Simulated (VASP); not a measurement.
Crystal: Ti.

```
CELL_PARAMETERS angstrom
2.67171 0.00000 0.00000
0.00000 2.67171 0.00000
0.00000 0.00000 2.67171
ATOMIC_POSITIONS crystal
Ti 0.00000 0.00000 0.00000
```

```yaml
Program: VASP 6.6.1
Task: relaxation of cell and atoms
Functional: PBEsol
Potentials_or_basis: VASP PAW PBE potentials, release 64 (Ti_sv)
Cutoff: 600 eV
k_mesh: 12 × 12 × 12
Occupations: fermi-dirac, width 0.1 eV
Spin: no spin polarisation
```

At the start: pressure -6.1 GPa; volume 19.07 Å³/atom.

**Question.** How do energy, volume and symmetry change on relaxing?

**Answer.** Over 3 steps the energy falls by 30.9 meV/atom and the volume is 17.53 Å³/atom (-8.1 %); space group Pm-3m (No. 221, to 0.05 Å).

Step by step:
| step | energy change (eV) | largest force (eV/Å) | pressure (GPa) | volume (Å³) |
| --- | --- | --- | --- | --- |
| 1 | 0.0000 | 0.0000 | -6.07 | 19.07 |
| 2 | -0.0286 | 0.0000 | 1.96 | 17.14 |
| 3 | -0.0309 | 0.0000 | 0.03 | 17.53 |

Final structure:
```yaml
crystal:
  lattice:
    - [2.59786, 0.00000, 0.00000]
    - [0.00000, 2.59786, 0.00000]
    - [0.00000, 0.00000, 2.59786]
  atoms:
    - { symbol: Ti, position: [0.00000, 0.00000, 0.00000] }
```

Caveat: the PAW data sets were made with another functional, which shifts forces and pressure a little.
